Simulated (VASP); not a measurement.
Here is a VASP 6.6.1 calculation.

Contents of INCAR:

```
PREC = Accurate
ENCUT = 520
EDIFF = 1E-8
ISMEAR = -1
SIGMA = 0.05
LREAL = False
LASPH = True
NELM = 150
ALGO = Normal
ISIF = 2
LWAVE = False
LCHARG = False
ISPIN = 2
MAGMOM = 3
LORBIT = 11
LMAXMIX = 4
GGA = PE
LEFG = True
NBANDS = 14
```

The input KPOINTS:

```
regular mesh
0
Gamma
  16 16 16
```

File POSCAR:

```
Fe
1.0
    0.0000000000      1.9417396906      2.0240583172
    1.4984397099      0.0000000000      2.0240583172
    1.4984397099      1.9417396906      0.0000000000
Fe
1
Direct
    0.0000000000      0.0000000000      0.0000000000
```

Potentials or basis: VASP PAW PBE potentials, release 64 (Fe).

Launch:

```bash
$ cat potpaw_PBE.64/Fe/POTCAR > POTCAR
$ mpirun -np 1 vasp_std > vasp.out
```

Problem. Predict the site moments.

Solution. Fe +2.29 μB.

Problem. What does it give for the net moment?

Solution. 2.29 μB per cell.

Problem. What does it give for the pressure?

Solution. -5.1 GPa.

Electric field gradients, principal values (V/Å²):
```tsv
atom	least	middle	greatest (by size)
1 Fe	-2.150	-2.661	4.811
```

Caveat: the cell differs from its parent crystal (zz strain of +3 %); the cell stands under tension; without QUAD_EFG the Cq values of the log hold for a quadrupole moment of 1 mb, not for the nuclei.
